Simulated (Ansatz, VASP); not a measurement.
PbS: VASP beside Ansatz

File POSCAR:

```
PbS
1.0
    5.9210496347      0.0000000000      0.0000000000
    0.0000000000      2.9513262961      2.9513263196
    0.0000000000     -2.9513262961      2.9513263196
Pb S
2 2
Direct
    0.7498944786      0.2605185040      0.7605185040
    0.2501055214      0.7605185040      0.2605185040
    0.7496621066      0.7604814960      0.2604814960
    0.2503378934      0.2604814960      0.7604814960
```

INCAR.step1

```
ALGO = Normal
EDIFF = 1E-4
ENCUT = 520
GGA = PE
ISMEAR = 0
LASPH = T
LCHARG = F
LREAL = F
LWAVE = T
NBANDS = 28
NELM = 100
PREC = Accurate
SIGMA = 0.01
```

Contents of INCAR.step2:

```
ALGO = Normal
EDIFF = 1E-7
ENCUT = 520
ISIF = 2
ISMEAR = 0
ISTART = 1
LASPH = T
LCHARG = T
LELF = T
LMIXTAU = T
LREAL = F
LVHAR = T
LWAVE = F
METAGGA = R2SCAN
NBANDS = 28
NELM = 100
PREC = Accurate
SIGMA = 0.01
```

The input KPOINTS:

```
k-points
0
Gamma
  4 6 6
```

Input for Ansatz:

```yaml
crystal:
  lattice:
    - [5.9210496347, 0.0, 0.0]
    - [0.0, 2.9513262961, 2.9513263196]
    - [0.0, -2.9513262961, 2.9513263196]
  atoms:
    - { symbol: Pb, position: [0.7498944786, 0.260518504, 0.760518504] }
    - { symbol: Pb, position: [0.2501055214, 0.760518504, 0.260518504] }
    - { symbol: S, position: [0.7496621066, 0.760481496, 0.260481496] }
    - { symbol: S, position: [0.2503378934, 0.260481496, 0.760481496] }
kpoints:
  mp_grid: { grid: [4, 6, 6] }
  band_path:
    path:
      - [0.0, 0.0, 0.0]
      - [0.0, 0.0, 0.5]
      - [0.0, 0.5, 0.500000004]
      - [0.5, 0.0, 0.0]
      - [0.5, 0.0, 0.5]
      - [0.5, 0.5, 0.500000004]
    npoints: 1
hamiltonian:
  xc: r2scan
scf:
  occupations: { method: fixed }
  n_extra_bands: 5
output:
  forces: true
  stress: true
  eigenvalues: true
```

Change from the starting cell: hydrostatic strain -0.6%.

Alike in both runs: task single point; functional r2SCAN; k mesh 4 × 6 × 6; no spin polarisation.

|  | VASP | Ansatz |
| --- | --- | --- |
| version | VASP 6.6.1 | Ansatz 0.2.0 |
| potentials or method | VASP PAW PBE potentials, release 64 (Pb_d, S) | plane waves, PAW |
| plane-wave cutoff (eV) | 520 | 500 |
| occupations | gaussian, width 0.01 eV | fixed |
| valence electrons in the cell | 40 | 40 |

|  | VASP | Ansatz | Ansatz less VASP |
| --- | --- | --- | --- |
| gap on the k mesh at the Fermi level (eV) | 0.58 | 0.56 | -0.011 |
| pressure (GPa) | 2.1 | 2.1 | +0.02 |

VASP's potentials were made for PBE, not for r2SCAN.

Neither program's run includes spin-orbit coupling.
